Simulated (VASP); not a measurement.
## Ti: relaxation of cell and atoms with PBE

Crystal: Ti.

```
Ti
1.0
     4.41508    0.00000    0.00000
    -2.20754    3.82357    0.00000
     0.00000    0.00000    2.73735
Ti
3
Direct
  0.00000 0.00000 0.00000
  0.33333 0.66667 0.50000
  0.66667 0.33333 0.50000
```

* Program: VASP 6.6.1
* Task: relaxation of cell and atoms
* Functional: PBE
* Potentials or basis: VASP PAW PBE potentials, release 64 (Ti_sv)
* Cutoff: 600 eV
* k mesh: 8 × 8 × 11
* Occupations: fermi-dirac, width 0.1 eV
* Spin: no spin polarisation
* Target pressure: 16 GPa
* Dipole correction: no
* Further INCAR settings: ALGO = Normal; EDIFF = 1e-06; IBRION = 2; EDIFFG = -0.005; NSW = 60; ISIF = 3

* Relaxed volume: 15.23 Å³/atom
* Relaxed cell: a = 4.396 Å, b = 4.396 Å, c = 2.729 Å, α = 90.00°, β = 90.00°, γ = 120.00°
* Space group after relaxing (to 0.05 Å): P6/mmm (No. 191)
* Energy change on relaxing (the enthalpy is what falls): +16.6 meV/atom
* Ionic steps: 9
* Pressure after relaxing: 16.0 GPa
* Band gap on the k mesh: zero (band 18 reaches 9.96 eV, above the bottom of band 19 at 9.55 eV)

Step by step:
| step | energy change (eV) | largest force (eV/Å) | pressure (GPa) | volume (Å³) |
| --- | --- | --- | --- | --- |
| 1 | 0.0000 | 0.0000 | 14.17 | 46.21 |
| 2 | 0.1183 | 0.0000 | 18.37 | 45.04 |
| 3 | 0.0496 | 0.0000 | 15.99 | 45.68 |
| 4 | 0.0506 | 0.0000 | 15.99 | 45.67 |
| 5 | 0.0547 | 0.0000 | 16.16 | 45.63 |
| 6 | 0.0517 | 0.0000 | 16.10 | 45.66 |
| 7 | 0.0464 | 0.0000 | 15.89 | 45.72 |
| 8 | 0.0488 | 0.0000 | 15.96 | 45.69 |
| 9 | 0.0499 | 0.0000 | 15.99 | 45.68 |

Final structure:
```xyz
3
Lattice="4.3962 0.0000 0.0000 -2.1981 3.8072 0.0000 0.0000 0.0000 2.7292" Properties=species:S:1:pos:R:3 pbc="T T T"
Ti    2.1981    3.8072    0.0000
Ti    0.0000    2.5382    1.3646
Ti    2.1981    1.2691    1.3646
```

Levels at points of the mesh, in eV from the Fermi level:
```csv
k point,band 15,band 16,band 17,band 18,band 19,band 20,band 21,band 22
"(0.00, 0.00, 0.00)",-0.69,-0.69,-0.61,-0.61,0.03,0.79,1.46,1.46
"(0.50, 0.00, 0.00)",-2.91,-0.52,-0.49,-0.41,0.04,0.64,1.11,1.56
```

Wall time 7.6 min on 1 thread of Intel Xeon 6975P-C, on a shared host, peak memory 0.22 GiB.

Caveat: the cell is relaxed towards a set pressure, so the enthalpy falls and the energy may rise.
